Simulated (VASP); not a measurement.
Here is a VASP 6.6.1 calculation.

Contents of INCAR:

```
SYSTEM = W
ALGO = Normal ; EDIFF = 1E-7
ENCUT = 520 ; GGA = PE
ISIF = 2 ; ISMEAR = 1
IVDW = 13 ; LASPH = .True.
LCHARG = .False. ; LMAXMIX = 4
LNONCOLLINEAR = .True. ; LORBIT = 11
LREAL = .False. ; LWAVE = .False.
MAGMOM = 0 0 0 ; NBANDS = 25
NELM = 150 ; PREC = Accurate
SIGMA = 0.1
```

Contents of KPOINTS:

```
k-points
0
Gamma
  12 12 12
  0 0 0
```

File POSCAR:

```
W
1.0
   -1.5823450000      1.5823450000      1.5823450000
    1.5823450000     -1.5823450000      1.5823450000
    1.5823450000      1.5823450000     -1.5823450000
W
1
Direct
    0.0000000000      0.0000000000      0.0000000000
```

Potentials or basis: VASP PAW PBE potentials, release 64 (W_sv).

Run with:

```sh
$ cat potpaw_PBE.64/W_sv/POTCAR > POTCAR
$ mpirun -np 1 vasp_ncl > vasp.out
```

(1) Predict the pressure.

(2) What does it give for the band gap on the k mesh?

(3) Predict the net moment.

(4) What does it give for the dispersion energy per atom?

Results:

(1) -0.3 GPa.

(2) zero (band 14 reaches 16.61 eV, above the bottom of band 15 at 10.21 eV).

(3) 0.00 μB per cell.

(4) -0.722 eV.

Caveat: spin-orbit coupling is left out, which moves the levels of the heavy elements; pairwise dispersion overbinds metals, which lowers pressure and volume.
